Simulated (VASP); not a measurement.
Crystal: Ru.

```
Ru
1.0
     4.10794    0.00000    0.00000
    -2.05397    3.55758    0.00000
     0.00000    0.00000    2.57811
Ru
3
Direct
  0.00000 0.00000 0.00000
  0.33333 0.66667 0.50000
  0.66667 0.33333 0.50000
```

This cell differs from its parent crystal: volume scaled by 0.92.

Base run:

- Program: VASP 6.6.1
- Functional: PBEsol
- Potentials or basis: VASP PAW PBE potentials, release 64 (Ru_sv)
- Cutoff: 600 eV
- k mesh: 10 × 10 × 13
- Occupations: fermi-dirac, width 0.1 eV
- Spin: no spin polarisation

Its results: band gap on the k mesh zero (band 24 reaches 18.08 eV, above the bottom of band 25 at 15.33 eV); pressure 32.8 GPa.

The run is repeated on the same cell with these changes: potentials or basis from VASP PAW PBE potentials, release 64 (Ru_sv) to VASP PAW PBE potentials, release 64 (Ru_pv); cutoff from 600 eV to 520 eV; further incar settings from ALGO = Normal; EDIFF = 1e-06; NBANDS = 31 to ALGO = Normal; EDIFF = 1e-07; NBANDS = 28; valence electrons from 48 to 42. What comes out?

Band gap on the k mesh zero (band 21 reaches 15.57 eV, above the bottom of band 22 at 12.82 eV); pressure 33.4 GPa.

Caveats: the PAW data sets were made with another functional, which shifts forces and pressure a little.
